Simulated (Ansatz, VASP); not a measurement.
## One calculation of Sn2PbO3, two programs

```
Sn Pb O
1.0
     3.91312    0.00000    0.00000
     0.00000    3.91312    0.00000
     0.00000    0.00000   14.93201
Sn Pb O
4 2 6
Direct
  0.00000 0.50000 0.07950
  0.00000 0.50000 0.41283
  0.50000 0.00000 0.92050
  0.50000 0.00000 0.58717
  0.00000 0.50000 0.74617
  0.50000 0.00000 0.25383
  0.00000 0.00000 0.66667
  0.00000 0.00000 0.00000
  0.00000 0.00000 0.33333
  0.50000 0.50000 0.66667
  0.50000 0.50000 0.00000
  0.50000 0.50000 0.33333
```

Alike in both runs: task single point; functional PBE; k mesh 4 × 4 × 2; occupations gaussian, width 0.1 eV; no spin polarisation.

```csv
,VASP,Ansatz
version,VASP 6.6.1,Ansatz 0.2.0
potentials or method,"VASP PAW PBE potentials, release 64 (Sn_d, Pb_d, O), cutoff 520 eV","scalar-relativistic, plane waves, PAW"
valence electrons in the cell,120,120
```

```tsv
	VASP	Ansatz	Ansatz less VASP
gap on the k mesh at the Fermi level (eV)	0.45	0.45	-0.005
least direct gap on the mesh (eV)	1.61	1.65	+0.039
pressure (GPa)	0.7	0.6	-0.12
traceless stress, the component that is largest in VASP (GPa)	-0.28	-0.29	-0.013
rms of the force components (eV/Å)	0.364	0.374	+0.0099
```

Atom by atom the forces differ by 0.025 eV/Å (rms over components).

Neither program's run includes spin-orbit coupling.
